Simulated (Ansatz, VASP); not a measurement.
**SnO2: VASP beside Ansatz**

```
Sn O
1.0
     4.59279    0.00000    0.00000
     0.00000    4.59335    0.00000
     0.00000    0.00000    3.10291
Sn O
2 4
Direct
  0.50000 0.50000 0.50000
  0.00000 0.00000 0.00000
  0.30437 0.30464 0.00000
  0.80437 0.19536 0.50000
  0.19563 0.80464 0.50000
  0.69563 0.69536 0.00000
```

Change from the starting cell: volume 10.910 Å^3 an atom, stretch along a over the lengths across it, relative to the relaxed cell 1.0000.

Alike in both runs: functional LDA; k mesh 6 × 6 × 10; occupations gaussian, width 0.05 eV; no spin polarisation.

Ansatz relaxed the structure, and its values are those at the end. VASP's run is a single point on that final structure, the one shown.

```csv
,VASP,Ansatz
version,VASP 6.6.1,Ansatz 0.2.0
potentials or method,"VASP PAW LDA potentials, release 64 (Sn_d, O), cutoff 520 eV","scalar-relativistic, plane waves, PAW"
valence electrons in the cell,52,52
```

VASP gave:

* gap on the k mesh at the Fermi level (eV): 2.20
* least direct gap on the mesh (eV): 2.20
* pressure (GPa): 23.1
* rms of the force components (eV/Å): 0.011

Task: What did Ansatz give for the same quantities?

Result: gap on the k mesh at the Fermi level (eV): 2.17; least direct gap on the mesh (eV): 2.17; pressure (GPa): 21.6; rms of the force components (eV/Å): 0.001.

LDA's correlation is that of Perdew and Zunger in VASP and of Perdew and Wang (1992) in Ansatz. Ansatz's warnings: stress scf threshold loose.
